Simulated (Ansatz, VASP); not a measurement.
# ZnF2: VASP beside Ansatz

```
CELL_PARAMETERS angstrom
4.71720 0.00000 0.00000
0.00000 4.71720 0.00000
0.00000 0.00000 3.12862
ATOMIC_POSITIONS crystal
Zn 0.00000 0.00000 0.00000
Zn 0.50000 0.50000 0.50000
F 0.30384 0.30384 0.00000
F 0.19616 0.80384 0.50000
F 0.69616 0.69616 0.00000
F 0.80384 0.19616 0.50000
```

Alike in both runs: task single point; functional PBEsol; k mesh 4 × 4 × 6; no spin polarisation.

|  | VASP | Ansatz |
| --- | --- | --- |
| version | VASP 6.6.1 | Ansatz 0.2.0 |
| potentials or method | VASP PAW PBE potentials, release 64 (Zn, F) | PAW with Ansatz's default frozen-core files, scalar-relativistic |
| plane-wave cutoff (eV) | 600 | 420 |
| occupations | gaussian, width 0.01 eV | fixed |
| valence electrons in the cell | 52 | 52 |

VASP gave:

| Item | Value |
| --- | --- |
| gap on the k mesh at the Fermi level (eV) | 3.37 |
| pressure (GPa) | 0.6 |
| traceless stress, the component that is largest in VASP (GPa) | 0.21 |
| rms of the force components (eV/Å) | 0.007 |

What did Ansatz give for the same quantities?

gap on the k mesh at the Fermi level (eV): 3.45; pressure (GPa): 0.0; traceless stress, the component that is largest in VASP (GPa): -0.01; rms of the force components (eV/Å): 0.000.

VASP's potentials were made for PBE, not for PBEsol. Atom by atom the forces differ by 0.007 eV/Å (rms over components).
